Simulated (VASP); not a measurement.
# Mg (Fm-3m) in VASP: a series of runs, part 2 of 2

VASP 6.6.1. The steps go on from the part before.

**4. Single point, LDA (23.06 Å³/atom)**

This run uses another cell than the first one, of 23.06 Å³/atom.

Input file INCAR:

```
  PREC = Accurate
  ENCUT = 520
  EDIFF = 1E-6
  ISMEAR = -1
  SIGMA = 0.03
  LREAL = F
  LASPH = T
  NELM = 80
  ALGO = Normal
  ISIF = 2
  LWAVE = F
  LCHARG = F
  NBANDS = 7
```

Input file KPOINTS:

```
regular mesh
0
Gamma
  16 16 16
```

Input file POSCAR:

```
Mg
1.0
    0.0000000000      2.2591190557      2.2591190557
    2.2591190557      0.0000000000      2.2591190557
    2.2591190557      2.2591190557      0.0000000000
Mg
1
Direct
    0.0000000000      0.0000000000      0.0000000000
```

Potentials or basis: VASP PAW LDA potentials, release 64 (Mg).

Command:

```
$ cat potpaw_LDA.64/Mg/POTCAR > POTCAR
$ mpirun -np 1 vasp_std > vasp.out
```

OUTCAR:

```text
PREC = Accurate
   ENCUT = 520
   EDIFF = 1E-6
   ISMEAR = -1
   LREAL = F
   LASPH = T
   NELM = 80
   ISIF = 2

 ion  position               nearest neighbor table
   1  0.000  0.000  0.000-

  LATTYP: Found a face centered cubic cell.
 ALAT       =     4.5182381114

  Lattice vectors:

 A1 = (   0.0000000000,   2.2591190557,   2.2591190557)
 A2 = (   2.2591190557,   0.0000000000,   2.2591190557)
 A3 = (   2.2591190557,   2.2591190557,   0.0000000000)

Analysis of symmetry for initial positions (statically):
=====================================================================
 Subroutine PRICEL returns:
 Original cell was already a primitive cell.

 Routine SETGRP: Setting up the symmetry group for a
 face centered cubic supercell.

 Subroutine GETGRP returns: Found 48 space group operations
 (whereof 48 operations were pure point group operations)
 out of a pool of 48 trial point group operations.

The static configuration has the point symmetry O_h .

Analysis of symmetry for dynamics (positions and initial velocities):
[... 151 lines left out ...]
  ---------------------------------------------------
  free energy    TOTEN  =        -1.78437957 eV

  energy without entropy =       -1.78276550  energy(sigma->0) =       -1.78357254

 E-fermi :   2.4219     XC(G=0):  -8.6656

 val. band max:        2.3711683986   @ k =  -0.3750   0.1875   0.0625
 cond. band min:       2.4328149447   @ k =  -0.3750   0.4375   0.1250
 fundamental gap:      0.0616465461
 Fermi energy:         2.4218651311

 k-point     1 :       0.0000    0.0000    0.0000
  band No.  band energies     occupation
      1      -4.4542      2.00000
      2      14.7136      0.00000
      3      14.7136      0.00000
      4      14.7136      0.00000
      5      16.4824      0.00000
      6      16.4824      0.00000
      7      16.4824      0.00000
[... 221 lines left out ...]
 k-point    24 :      -0.0625    0.0625    0.0000
  band No.  band energies     occupation
      1      -4.2238      2.00000
      2      12.4204      0.00000
      3      13.1761      0.00000
      4      14.9371      0.00000
      5      16.6501      0.00000
      6      16.9604      0.00000
      7      17.5305      0.00000

 [... further k-points ...]
[... 5 lines left out ...]
  --------------------------------------------------------------------------------------
  -------------------------------------------------------------------------------------
  Total       -0.3295857     -0.3295857     -0.3295857      0.0000000     -0.0000000     -0.0000000
  in kB      -22.8997966    -22.8997966    -22.8997966      0.0000000     -0.0000000     -0.0000000
  external PRESSURE =     -22.8997966 kB  Pullay stress =       0.0000000 kB

 VOLUME and BASIS-vectors are now :
 -----------------------------------------------------------------------------
  energy-cutoff  :      520.00
  volume of cell :       23.06
      direct lattice vectors                 reciprocal lattice vectors
     0.000000000  2.259119056  2.259119056    -0.221325210  0.221325210  0.221325210
     2.259119056  0.000000000  2.259119056     0.221325210 -0.221325210  0.221325210
     2.259119056  2.259119056  0.000000000     0.221325210  0.221325210 -0.221325210

 POSITION                                       TOTAL-FORCE (eV/Angst)
 -----------------------------------------------------------------------------------
      0.00000      0.00000      0.00000         0.000000      0.000000      0.000000
 -----------------------------------------------------------------------------------
    total drift:                               -0.000000      0.000000     -0.000000

  FREE ENERGIE OF THE ION-ELECTRON SYSTEM (eV)
  ---------------------------------------------------
  free  energy   TOTEN  =        -1.7843795672 eV

  energy  without entropy=       -1.7827655034  energy(sigma->0) =       -1.78357254
```

OSZICAR:

```text
N       E                     dE             d eps       ncg     rms          rms(c)
DAV:   1    -0.109415242762E+01   -0.10942E+01   -0.77407E+02  2170   0.192E+02
DAV:   2    -0.179210907269E+01   -0.69796E+00   -0.67601E+00  2660   0.111E+01
DAV:   3    -0.179476697949E+01   -0.26579E-02   -0.26575E-02  2667   0.767E-01
DAV:   4    -0.179477039050E+01   -0.34110E-05   -0.34108E-05  3066   0.219E-02
DAV:   5    -0.179477039681E+01   -0.63128E-08   -0.61891E-08  2758   0.535E-04    0.641E-01
DAV:   6    -0.178894397753E+01    0.58264E-02   -0.54082E-04  2653   0.101E-01    0.407E-01
DAV:   7    -0.178438273972E+01    0.45612E-02   -0.18646E-03  2583   0.185E-01    0.218E-02
DAV:   8    -0.178437993718E+01    0.28025E-05   -0.89531E-06  3045   0.160E-02    0.470E-03
DAV:   9    -0.178437956720E+01    0.36998E-06   -0.22574E-07  2660   0.197E-03
   1 F= -.17843796E+01 E0= -.17835725E+01  d E =-.161406E-02
```

stdout:

```text
POSCAR found type information on POSCAR Mg
 POSCAR found :  1 types and       1 ions
 scaLAPACK will be used
 LDA part: xc-table for (Slater(with rela. corr.)+CA(PZ))
 , standard interpolation
 POSCAR, INCAR and KPOINTS ok, starting setup
 FFT: planning ... GRIDC
 FFT: planning ... GRID_SOFT
 FFT: planning ... GRID
 WAVECAR not read
 entering main loop
```

Wall time 12 s (1 thread of Intel Xeon 8259CL, shared host); peak memory 0.14 GiB.

Results:

- Free energy: -1.7844 eV
- Pressure: -2.3 GPa
- Band gap on the k mesh: zero (bands 1 and 2 overlap by 2.77 eV)

**5. Summary**

```csv
cell,gap on the mesh (eV),pressure (GPa)
"a = 3.131 Å, angles 60.0°, 1 atom",none,-0.2
"a = 3.163 Å, angles 60.0°, 1 atom",none,-1.3
"a = 3.195 Å, angles 60.0°, 1 atom",none,-2.3
```

Alike in all rows: task single point; level LDA; potentials or basis VASP PAW LDA potentials, release 64 (Mg); no spin polarisation; k mesh 16 × 16 × 16; cutoff (eV) 520; smearing fermi-dirac 0.03 eV.

Total energies depend on the potentials used, so only differences within one code and one set of settings carry meaning.

The gap in the log of VASP goes by the Fermi energy; the results here count the filled bands.